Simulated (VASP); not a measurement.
# Hg in VASP: settings compared

Aim: see how the results for Hg move with the level of theory and the settings. Levels: PBE, r2SCAN. Tasks: single point.

Program: VASP 6.6.1. These are calculated values, not measurements. Logs are shortened: lines on timing, memory, paths and dates and some standing lists are left out, and cuts for length are marked.

## 1. The cell of the first run

Symmetry: P6_3/mmc, No. 194, hexagonal system. The conventional cell has a = 3.279 Å, b = 3.279 Å, c = 5.198 Å, α = 90.00°, β = 90.00°, γ = 120.00°. Within 4.2 Å of Hg (site symmetry -6m2) lie 12 Hg at 3.22 to 3.28 Å.

## 2. Single point, PBE

Contents of INCAR:

```
SYSTEM = Hg
ALGO = Fast
EDIFF = 1E-6
ENCUT = 520
GGA = PE
ISIF = 2
ISMEAR = 0
LASPH = .TRUE.
LCHARG = .FALSE.
LREAL = .FALSE.
LWAVE = .FALSE.
NBANDS = 19
NELM = 60
PREC = Accurate
SIGMA = 0.05
```

Contents of KPOINTS:

```
k-points
0
G
  12 12 6
  0 0 0
```

Contents of POSCAR:

```
Hg
1.0
    3.2792623136      0.0000000000      0.0000000000
   -1.6396311568      2.8399244693      0.0000000000
    0.0000000000      0.0000000000      5.1981801857
Hg
2
Direct
    0.6666666700      0.3333333300      0.7500000000
    0.3333333300      0.6666666700      0.2500000000
```

Potentials or basis: VASP PAW PBE potentials, release 64 (Hg).

Command:

```sh
$ cat potpaw_PBE.64/Hg/POTCAR > POTCAR
$ mpirun -np 1 vasp_std > vasp.out
```

OUTCAR:

```text
SYSTEM = Hg
   EDIFF = 1E-6
   ENCUT = 520
   GGA = PE
   ISIF = 2
   ISMEAR = 0
   LASPH = .TRUE.
   LREAL = .FALSE.
   NELM = 60
   PREC = Accurate

 ion  position               nearest neighbor table
   1  0.667  0.333  0.750-   2 3.22   2 3.22   2 3.22   2 3.22   2 3.22   2 3.22
   2  0.333  0.667  0.250-   1 3.22   1 3.22   1 3.22   1 3.22   1 3.22   1 3.22

  LATTYP: Found a hexagonal cell.
 ALAT       =     3.2792623136
 C/A-ratio  =     1.5851675434

  Lattice vectors:

 A1 = (   3.2792623136,   0.0000000000,   0.0000000000)
 A2 = (  -1.6396311568,   2.8399244693,   0.0000000000)
 A3 = (   0.0000000000,   0.0000000000,   5.1981801857)

Analysis of symmetry for initial positions (statically):
=====================================================================
 Subroutine PRICEL returns:
 Original cell was already a primitive cell.

 Routine SETGRP: Setting up the symmetry group for a
 hexagonal supercell.

 Subroutine GETGRP returns: Found 24 space group operations
 (whereof 12 operations were pure point group operations)
 out of a pool of 24 trial point group operations.

The static configuration has the point symmetry D_3d.
 The point group associated with its full space group is D_6h.

Analysis of symmetry for dynamics (positions and initial velocities):
=====================================================================
 Subroutine PRICEL returns:
 Original cell was already a primitive cell.

 Routine SETGRP: Setting up the symmetry group for a
 hexagonal supercell.

 Subroutine GETGRP returns: Found 24 space group operations
 (whereof 12 operations were pure point group operations)
 out of a pool of 24 trial point group operations.

The dynamic configuration has the point symmetry D_3d.
 The point group associated with its full space group is D_6h.

 Subroutine INISYM returns: Found 24 space group operations
 (whereof 12 operations are pure point group operations),
 and found     1 'primitive' translations

----------------------------------------------------------------------------------------

                                     Primitive cell

  volume of cell :      48.4099

  direct lattice vectors                    reciprocal lattice vectors
     3.279262314  0.000000000  0.000000000     0.304946633  0.176061020  0.000000000
    -1.639631157  2.839924469  0.000000000     0.000000000  0.352122041  0.000000000
     0.000000000  0.000000000  5.198180186     0.000000000  0.000000000  0.192375017

  length of vectors
     3.279262314  3.279262314  5.198180186     0.352122041  0.352122041  0.192375017

  position of ions in fractional coordinates (direct lattice)
     0.666666670  0.333333330  0.750000000
     0.333333330  0.666666670  0.250000000

  ion indices of the primitive-cell ions
   primitive index   ion index
                 1           1
                 2           2

----------------------------------------------------------------------------------------

 KPOINTS: k-points

Automatic generation of k-mesh.
 Grid dimensions read from file:
 generate k-points for:   12   12    6

 Generating k-lattice:

  Cartesian coordinates                     Fractional coordinates (reciprocal lattice)
     0.025412219  0.014671752  0.000000000     0.083333333  0.000000000  0.000000000
     0.000000000  0.029343503  0.000000000     0.000000000  0.083333333  0.000000000
     0.000000000  0.000000000  0.032062503     0.000000000  0.000000000  0.166666667

  Length of vectors
     0.029343503  0.029343503  0.032062503

  Shift w.r.t. Gamma in fractional coordinates (k-lattice)
     0.000000000  0.000000000  0.000000000

 Subroutine IBZKPT returns following result:
 ===========================================

 Found     76 irreducible k-points:

 Following reciprocal coordinates:
            Coordinates               Weight
  0.000000  0.000000  0.000000      1.000000
  0.083333  0.000000  0.000000      6.000000
  0.166667  0.000000  0.000000      6.000000
  0.250000  0.000000  0.000000      6.000000
  0.333333  0.000000  0.000000      6.000000
  0.416667  0.000000  0.000000      6.000000
[... 16 lines left out ...]
  0.250000  0.000000  0.166667     12.000000
  0.333333  0.000000  0.166667     12.000000
 [... further k-points ...]
   k-points           NKPTS =     76   k-points in BZ     NKDIM =     76   number of bands    NBANDS=     19
   number of dos      NEDOS =    301   number of ions     NIONS =      2
   total plane-waves  NPLWV =  23040
   dimension x,y,z NGX =    24 NGY =   24 NGZ =   40
   dimension x,y,z NGXF=    48 NGYF=   48 NGZF=   80
   ions per type =               2
   NGX,Y,Z   is equivalent  to a cutoff of  12.17, 12.17, 12.79 a.u.
   NGXF,Y,Z  is equivalent  to a cutoff of  24.33, 24.33, 25.59 a.u.
 SYSTEM =  Hg
   PREC   = accura    normal or accurate (medium, high low for compatibility)
   ISTART =      0    job   : 0-new  1-cont  2-samecut
   ICHARG =      2    charge: 1-file 2-atom 10-const
   ISPIN  =      1    spin polarized calculation?
   LNONCOLLINEAR =      F non collinear calculations
   LSORBIT =      F    spin-orbit coupling
   LASPH  =      T    aspherical Exc in radial PAW
   ENCUT  =  520.0 eV  38.22 Ry    6.18 a.u.   6.10  6.10  9.67*2*pi/ulx,y,z
   NELM   =     60;   NELMIN=  2; NELMDL= -5     # of ELM steps
   EDIFF  = 0.1E-05   stopping-criterion for ELM
   LREAL  =      F    real-space projection
   EDIFFG = 0.1E-04   stopping-criterion for IOM
   NSW    =      0    number of steps for IOM
   IBRION =     -1    ionic relax: 0-MD 1-quasi-New 2-CG
   NFREE  =      0    steps in history (QN), initial steepest desc. (CG)
   ISIF   =      2    stress and relaxation
   ISYM   =      2    0-nonsym 1-usesym 2-fastsym
   POTIM  = 0.5000    time-step for ionic-motion
   TEBEG  =    0.0;   TEEND  =   0.0 temperature during run
   PSTRESS=    0.0 pullay stress
   NELECT =      24.0000    total number of electrons
   NUPDOWN=      -1.0000    fix difference up-down
   EMIN   =  10.00;   EMAX   =-10.00  energy-range for DOS
   EFERMI =   0.00;   METHOD = LEGACY
   ISMEAR =     0;   SIGMA  =   0.05  broadening in eV -4-tet -1-fermi 0-gaus
   EFERMI_NEDOS =   21; number of points for ismear=-14 and -15
   IALGO  =     68    algorithm
   IMIX   =      4    mixing-type and parameters
     AMIX     =   0.40;   BMIX     =  1.00
     AMIX_MAG =   1.60;   BMIX_MAG =  1.00
  volume/ion in A,a.u.               =      24.20       163.34
  Fermi-wavevector in a.u.,A,eV,Ry     =   1.295688  2.448496 22.841566  1.678808
  Thomas-Fermi vector in A             =   2.427192
   LORBIT       =      0    0 simple, 1 ext, 2 COOP (PROOUT), +10 PAW based schemes
   GGA     = PE    functional components
   LHFCALC =     F    Hartree Fock is set to
   AEXX    =    0.0000 exact exchange contribution
   IVDW    =     0    specifies the selected vdW correction
   LEPSILON=     F    determine dielectric tensor
   LRPA    =     F    only Hartree local field effects (RPA)
 non-spin polarized calculation
 RMM-DIIS sequential band-by-band and
 Gauss-broadening in eV      SIGMA  =   0.05
  energy-cutoff  :      520.00
  volume of cell :       48.41
 maximum number of plane-waves:      1329
   NGX = 13   NGY = 13   NGZ = 19

 number of electron      23.9999992 magnetization

 Free energy of the ion-electron system (eV)
  ---------------------------------------------------
  ext. energy  EPLUGINS =         0.00000000
  ---------------------------------------------------
  free energy    TOTEN  =        -0.22656444 eV

  energy without entropy =       -0.22599662  energy(sigma->0) =       -0.22628053

 E-fermi :   2.2588     XC(G=0): -10.7247

 val. band max:        2.2416135961   @ k =   0.1667   0.0000   0.0000
 cond. band min:       2.2929491912   @ k =   0.5000   0.0000   0.3333
 fundamental gap:      0.0513355951
 Fermi energy:         2.2588032997

 k-point     1 :       0.0000    0.0000    0.0000
  band No.  band energies     occupation
      1      -6.2986      2.00000
      2      -5.2862      2.00000
      3      -4.3181      2.00000
      4      -4.3181      2.00000
      5      -4.3152      2.00000
      6      -4.1767      2.00000
[... 11 lines left out ...]
     18      16.9496      0.00000
     19      16.9507      0.00000

 k-point     2 :       0.0833    0.0000    0.0000
  band No.  band energies     occupation
      1      -6.1504      2.00000
      2      -5.2119      2.00000
      3      -4.4153      2.00000
      4      -4.2572      2.00000
      5      -4.2161      2.00000
      6      -4.1854      2.00000
[... 11 lines left out ...]
     18      17.4966      0.00000
     19      17.6467      0.00000

 k-point     3 :       0.1667    0.0000    0.0000
  band No.  band energies     occupation
      1      -5.7409      2.00000
      2      -5.0485      2.00000
      3      -4.4824      2.00000
      4      -4.2473      2.00000
      5      -4.2318      2.00000
      6      -4.1729      2.00000
[... 11 lines left out ...]
     18      16.3013      0.00000
     19      17.6345      0.00000

 k-point     4 :       0.2500    0.0000    0.0000
  band No.  band energies     occupation
      1      -5.2556      2.00000
      2      -4.9951      2.00000
      3      -4.4831      2.00000
      4      -4.3478      2.00000
      5      -4.2740      2.00000
      6      -4.1980      2.00000
[... 11 lines left out ...]
     18      14.8823      0.00000
     19      16.5901      0.00000

 k-point     5 :       0.3333    0.0000    0.0000
  band No.  band energies     occupation
      1      -5.0872      2.00000
      2      -5.0387      2.00000
      3      -4.7250      2.00000
      4      -4.3659      2.00000
      5      -4.1352      2.00000
      6      -3.9673      2.00000
[... 11 lines left out ...]
     18      14.6267      0.00000
     19      15.7811      0.00000

 k-point     6 :       0.4167    0.0000    0.0000
  band No.  band energies     occupation
      1      -5.1762      2.00000
      2      -5.0238      2.00000
      3      -4.8935      2.00000
      4      -4.4289      2.00000
      5      -4.0341      2.00000
      6      -4.0300      2.00000
[... 11 lines left out ...]
     18      14.5225      0.00000
     19      15.0240      0.00000

 k-point     7 :       0.5000    0.0000    0.0000
  band No.  band energies     occupation
      1      -5.2110      2.00000
      2      -5.0321      2.00000
      3      -4.9529      2.00000
      4      -4.4512      2.00000
      5      -4.0565      2.00000
      6      -3.9918      2.00000
[... 11 lines left out ...]
     18      14.4925      0.00000
     19      14.7654      0.00000

 k-point     8 :       0.0833    0.0833    0.0000
  band No.  band energies     occupation
      1      -5.8687      2.00000
      2      -5.0856      2.00000
      3      -4.4903      2.00000
      4      -4.2177      2.00000
      5      -4.1792      2.00000
      6      -4.1678      2.00000
[... 256 lines left out ...]
 k-point    20 :       0.0000    0.0000    0.1667
  band No.  band energies     occupation
      1      -6.1141      2.00000
      2      -5.2511      2.00000
      3      -4.3708      2.00000
      4      -4.3708      2.00000
      5      -4.3410      2.00000
      6      -4.2163      2.00000
[... 11 lines left out ...]
     18      16.5728      0.00000
     19      16.7596      0.00000

 k-point    21 :       0.0833    0.0000    0.1667
  band No.  band energies     occupation
      1      -5.9693      2.00000
      2      -5.1732      2.00000
      3      -4.4262      2.00000
      4      -4.3236      2.00000
      5      -4.3108      2.00000
      6      -4.2394      2.00000
[... 11 lines left out ...]
     18      16.3598      0.00000
     19      16.8168      0.00000

 k-point    22 :       0.1667    0.0000    0.1667
  band No.  band energies     occupation
      1      -5.5817      2.00000
      2      -5.0033      2.00000
      3      -4.4823      2.00000
      4      -4.3198      2.00000
      5      -4.2674      2.00000
      6      -4.2359      2.00000
[... 11 lines left out ...]
     18      16.2973      0.00000
     19      16.7506      0.00000

 k-point    23 :       0.2500    0.0000    0.1667
  band No.  band energies     occupation
      1      -5.1990      2.00000
      2      -4.9479      2.00000
      3      -4.4444      2.00000
      4      -4.3700      2.00000
      5      -4.2570      2.00000
      6      -4.2470      2.00000
[... 11 lines left out ...]
     18      15.3883      0.00000
     19      15.9859      0.00000

 k-point    24 :       0.3333    0.0000    0.1667
  band No.  band energies     occupation
      1      -5.1365      2.00000
      2      -5.0298      2.00000
      3      -4.5812      2.00000
      4      -4.3502      2.00000
      5      -4.3109      2.00000
      6      -4.0948      2.00000
[... 11 lines left out ...]
     18      14.6868      0.00000
     19      15.0374      0.00000

 [... further k-points ...]

------------------------ aborting loop because EDIFF is reached ----------------------------------------

  FORCE on cell =-STRESS in cart. coord.  units (eV):
  Direction    XX          YY          ZZ          XY          YZ          ZX
  --------------------------------------------------------------------------------------
  -------------------------------------------------------------------------------------
  Total        1.1930625      1.1930625      1.2315645      0.0000000     -0.0000000      0.0000000
  in kB       39.4856686     39.4856686     40.7599335      0.0000000     -0.0000000      0.0000000
  external PRESSURE =      39.9104236 kB  Pullay stress =       0.0000000 kB

 VOLUME and BASIS-vectors are now :
 -----------------------------------------------------------------------------
  energy-cutoff  :      520.00
  volume of cell :       48.41
      direct lattice vectors                 reciprocal lattice vectors
     3.279262314  0.000000000  0.000000000     0.304946633  0.176061020  0.000000000
    -1.639631157  2.839924469  0.000000000     0.000000000  0.352122041  0.000000000
     0.000000000  0.000000000  5.198180186     0.000000000  0.000000000  0.192375017

 POSITION                                       TOTAL-FORCE (eV/Angst)
 -----------------------------------------------------------------------------------
      1.63963      0.94664      3.89864         0.000000     -0.000000      0.000000
     -0.00000      1.89328      1.29955        -0.000000      0.000000      0.000000
 -----------------------------------------------------------------------------------
    total drift:                               -0.000002      0.000001     -0.000000

  FREE ENERGIE OF THE ION-ELECTRON SYSTEM (eV)
  ---------------------------------------------------
  free  energy   TOTEN  =        -0.2265644416 eV

  energy  without entropy=       -0.2259966219  energy(sigma->0) =       -0.22628053
```

It took 87 s on 1 thread of Oxide Virtual Turin-like, shared host; peak memory 0.16 GiB.

Results:

* Free energy: -0.2266 eV
* Pressure: 4.0 GPa
* Band gap on the k mesh: zero (band 12 reaches 2.49 eV, above the bottom of band 13 at 1.20 eV)

Stress tensor (GPa, compression positive):
```
3.95 0.00 0.00
0.00 3.95 0.00
0.00 0.00 4.08
```

Caveat: spin-orbit coupling is left out, which moves the levels of the heavy elements.

## 3. Single point, PBE

This run uses another cell than the first one, of 28.48 Å³/atom, 1.176 times its volume.

Contents of INCAR:

```
SYSTEM = Hg
  PREC = Accurate
  ENCUT = 520
  EDIFF = 1E-6
  ISMEAR = 0
  SIGMA = 0.05
  LREAL = .False.
  LASPH = .True.
  NELM = 100
  ALGO = Fast
  ISIF = 2
  LWAVE = .False.
  LCHARG = .True.
  GGA = PE
  LELF = .True.
  LVHAR = .True.
  NBANDS = 19
```

Contents of KPOINTS:

```
regular mesh
0
Gamma
  12 12 6
  0 0 0
```

Contents of POSCAR:

```
Hg
1.0
    3.4618096384      0.0000000000      0.0000000000
   -1.7309048192      2.9980150899      0.0000000000
    0.0000000000      0.0000000000      5.4875482800
Hg
2
Direct
    0.6666666700      0.3333333300      0.7500000000
    0.3333333300      0.6666666700      0.2500000000
```

Potentials or basis: VASP PAW PBE potentials, release 64 (Hg).

Command:

```sh
$ cat potpaw_PBE.64/Hg/POTCAR > POTCAR
$ mpirun -np 1 vasp_std > vasp.out
```

Wall time 2.1 min (1 thread of Oxide Virtual Turin-like, shared host); peak memory 0.18 GiB.

It converged, with:

```yaml
Free_energy: -0.3550 eV
Pressure: 1.0 GPa
Band_gap_on_the_k_mesh: zero (band 12 reaches 0.95 eV, above the bottom of band 13 at 0.69 eV)
```

Stress tensor (GPa, compression positive):
```
0.95 0.00 0.00
0.00 0.95 0.00
0.00 0.00 1.08
```

Levels at points of the mesh, in eV from the Fermi level:
| k point | band 8 | band 9 | band 10 | band 11 | band 12 | band 13 | band 14 | band 15 | band 16 | band 17 |
| --- | --- | --- | --- | --- | --- | --- | --- | --- | --- | --- |
| (0.00, 0.00, 0.00) | -5.78 | -5.78 | -5.26 | -5.26 | -1.20 | -0.26 | 11.11 | 11.11 | 12.82 | 13.26 |
| (0.50, 0.00, 0.00) | -5.26 | -5.19 | -5.17 | -2.16 | -1.55 | 2.64 | 3.47 | 4.29 | 6.67 | 6.96 |
| (0.00, 0.00, 0.50) | -5.42 | -5.42 | -5.42 | -5.37 | -5.37 | 6.69 | 6.69 | 12.12 | 12.12 | 12.12 |
| (0.50, 0.00, 0.50) | -5.25 | -5.21 | -5.21 | -1.05 | -1.05 | 0.42 | 0.42 | 8.55 | 8.55 | 9.39 |

Caveat: spin-orbit coupling is left out, which moves the levels of the heavy elements.

(Part 1 of 2 ends here.)
